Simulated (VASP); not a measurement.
# KBr in VASP: notebook, part 2 of 2

VASP 6.6.1. The steps go on from the part before.

## (3) Single point, PBE (strain -1.0%)

INCAR

```
SYSTEM = KBr
ALGO = Normal
EDIFF = 1E-6
ENCUT = 520
GGA = PE
ISIF = 2
ISMEAR = 0
LASPH = .TRUE.
LCHARG = .TRUE.
LELF = .TRUE.
LREAL = .FALSE.
LVHAR = .TRUE.
LWAVE = .FALSE.
NBANDS = 15
NELM = 80
PREC = Accurate
SIGMA = 0.01
```

KPOINTS

```
k-points
0
G
  4 4 4
  0 0 0
```

POSCAR

```
KBr
1.0
    0.0000000000      3.2692253285      3.2692253285
    3.2692253285      0.0000000000      3.2692253285
    3.2692253285      3.2692253285      0.0000000000
K Br
1 1
Direct
    0.0000000000      0.0000000000      0.0000000000
    0.5000000000      0.5000000000      0.5000000000
```

Potentials or basis: VASP PAW PBE potentials, release 64 (K_sv, Br).

Command:

```console
$ cat potpaw_PBE.64/K_sv/POTCAR potpaw_PBE.64/Br/POTCAR > POTCAR
$ mpirun -np 1 vasp_std > vasp.out
```

It took 8.3 s on 1 thread of Intel Xeon 6975P-C (Granite Rapids), shared host; peak memory 0.2 GiB.

It converged, with:

```
Free energy            : -6.2019 eV
Pressure               : 1.3 GPa
Band gap on the k mesh : 4.51 eV, direct
```

Levels at points of the mesh, in eV from the valence-band top:
| k point | band 6 | band 7 | band 8 | band 9 | band 10 | band 11 |
| --- | --- | --- | --- | --- | --- | --- |
| (0.00, 0.00, 0.00) | 0.00 | 0.00 | 0.00 | 4.51 | 7.61 | 7.61 |
| (0.50, 0.00, 0.00) | -1.24 | -0.36 | -0.36 | 6.65 | 8.34 | 9.84 |
| (0.50, 0.50, 0.00) | -0.84 | -0.30 | -0.30 | 5.83 | 7.30 | 9.41 |

Caveat: the cell differs from its parent crystal (strain -1.0%).

## (4) Single point, PBE (epitaxial xy strain +1.0%)

INCAR

```
SYSTEM = KBr
PREC = Accurate
ENCUT = 520
EDIFF = 1E-7
ISMEAR = 0
SIGMA = 0.01
LREAL = .FALSE.
LASPH = .TRUE.
NELM = 60
ALGO = Normal
ISIF = 2
LWAVE = .FALSE.
LCHARG = .FALSE.
GGA = PE
NBANDS = 15
```

KPOINTS

```
regular mesh
0
G
  4 4 4
  0 0 0
```

POSCAR

```
KBr
1.0
    0.0000000000      3.3352702846      3.2966401176
    3.3352702846      0.0000000000      3.2966401176
    3.3352702846      3.3352702846      0.0000000000
K Br
1 1
Direct
    0.0000000000      0.0000000000      0.0000000000
    0.5000000000      0.5000000000      0.5000000000
```

Potentials or basis: VASP PAW PBE potentials, release 64 (K_sv, Br).

Command:

```console
$ cat potpaw_PBE.64/K_sv/POTCAR potpaw_PBE.64/Br/POTCAR > POTCAR
$ mpirun -np 1 vasp_std > vasp.out
```

OUTCAR:

```text
SYSTEM = KBr
   PREC = Accurate
   ENCUT = 520
   EDIFF = 1E-7
   ISMEAR = 0
   LREAL = .FALSE.
   LASPH = .TRUE.
   NELM = 60
   ISIF = 2
   GGA = PE

 ion  position               nearest neighbor table
   1  0.000  0.000  0.000-   2 3.30   2 3.30
   2  0.500  0.500  0.500-   1 3.30   1 3.30

  LATTYP: Found a body centered tetragonal cell.
 ALAT       =     4.7167844707
 C/A-ratio  =     1.3978336887

  Lattice vectors:

 A1 = (   0.0000000000,  -3.3352702846,  -3.2966401176)
[... 407 lines left out ...]
------------------------ aborting loop because EDIFF is reached ----------------------------------------

  FORCE on cell =-STRESS in cart. coord.  units (eV):
  Direction    XX          YY          ZZ          XY          YZ          ZX
  --------------------------------------------------------------------------------------
  -------------------------------------------------------------------------------------
  Total        0.1444423      0.1444423      0.3074069      0.0000000      0.0000000     -0.0000000
  in kB        3.1553055      3.1553055      6.7152245      0.0000000      0.0000000     -0.0000000
  external PRESSURE =       4.3419451 kB  Pullay stress =       0.0000000 kB

 VOLUME and BASIS-vectors are now :
 -----------------------------------------------------------------------------
  energy-cutoff  :      520.00
  volume of cell :       73.34
      direct lattice vectors                 reciprocal lattice vectors
     0.000000000  3.335270285  3.296640118    -0.149912888  0.149912888  0.151669573
     3.335270285  0.000000000  3.296640118     0.149912888 -0.149912888  0.151669573
     3.335270285  3.335270285  0.000000000     0.149912888  0.149912888 -0.151669573

 POSITION                                       TOTAL-FORCE (eV/Angst)
 -----------------------------------------------------------------------------------
      0.00000      0.00000      0.00000         0.000000      0.000000     -0.000000
      3.33527      3.33527      3.29664         0.000000      0.000000      0.000000
 -----------------------------------------------------------------------------------
    total drift:                                0.000000      0.000000      0.000000

  FREE ENERGIE OF THE ION-ELECTRON SYSTEM (eV)
  ---------------------------------------------------
  free  energy   TOTEN  =        -6.2195809034 eV

  energy  without entropy=       -6.2195809034  energy(sigma->0) =       -6.21958090
```

OSZICAR:

```text
N       E                     dE             d eps       ncg     rms          rms(c)
DAV:   1     0.987467370267E+02    0.98747E+02   -0.68087E+03   390   0.936E+02
DAV:   2    -0.817201860314E-01   -0.98828E+02   -0.91028E+02   502   0.226E+02
DAV:   3    -0.612210719700E+01   -0.60404E+01   -0.60052E+01   537   0.500E+01
DAV:   4    -0.639474721005E+01   -0.27264E+00   -0.27256E+00   605   0.894E+00
DAV:   5    -0.639723873230E+01   -0.24915E-02   -0.24915E-02   545   0.101E+00    0.301E+00
DAV:   6    -0.622098858345E+01    0.17625E+00   -0.22444E-01   502   0.224E+00    0.219E+00
DAV:   7    -0.620922620703E+01    0.11762E-01   -0.10911E-01   516   0.176E+00    0.101E+00
DAV:   8    -0.621847430210E+01   -0.92481E-02   -0.11997E-02   436   0.791E-01    0.118E-01
DAV:   9    -0.621925257652E+01   -0.77827E-03   -0.81362E-04   502   0.173E-01    0.786E-02
DAV:  10    -0.621956238225E+01   -0.30981E-03   -0.32080E-04   397   0.102E-01    0.130E-02
DAV:  11    -0.621957880019E+01   -0.16418E-04   -0.28622E-05   498   0.295E-02    0.550E-03
DAV:  12    -0.621958068539E+01   -0.18852E-05   -0.43714E-06   411   0.137E-02    0.184E-03
DAV:  13    -0.621958078992E+01   -0.10452E-06   -0.15418E-07   551   0.218E-03    0.564E-04
DAV:  14    -0.621958090658E+01   -0.11666E-06   -0.33433E-08   314   0.113E-03    0.324E-04
DAV:  15    -0.621958090339E+01    0.31860E-08   -0.31473E-09   230   0.388E-04
   1 F= -.62195809E+01 E0= -.62195809E+01  d E =-.508150E-29
```

Run time: 11 s. Hardware: 1 thread of Intel Xeon 6975P-C (Granite Rapids), shared host; peak memory 0.2 GiB.

What came out:

```
Free energy            : -6.2196 eV
Pressure               : 0.4 GPa
Band gap on the k mesh : 4.38 eV, direct
```

Caveat: the cell differs from its parent crystal (epitaxial xy strain +1.0%).

## (5) The runs side by side

| cell | gap on the mesh (eV) | pressure (GPa) |
| --- | --- | --- |
| a = 4.670 Å, angles 60.0°, 2 atoms | 4.43 | 0.7 |
| a = 4.623 Å, angles 60.0°, 2 atoms | 4.51 | 1.3 |
| a = 4.690, b = 4.690, c = 4.717 Å, angles 59.8, 59.8, 60.4°, 2 atoms | 4.38 | 0.4 |

Alike in all rows: task single point; level PBE; potentials or basis VASP PAW PBE potentials, release 64 (K_sv, Br); no spin polarisation; k mesh 4 × 4 × 4; cutoff (eV) 520; smearing gaussian 0.01 eV.

Total energies depend on the potentials used, so only differences within one code and one set of settings carry meaning.
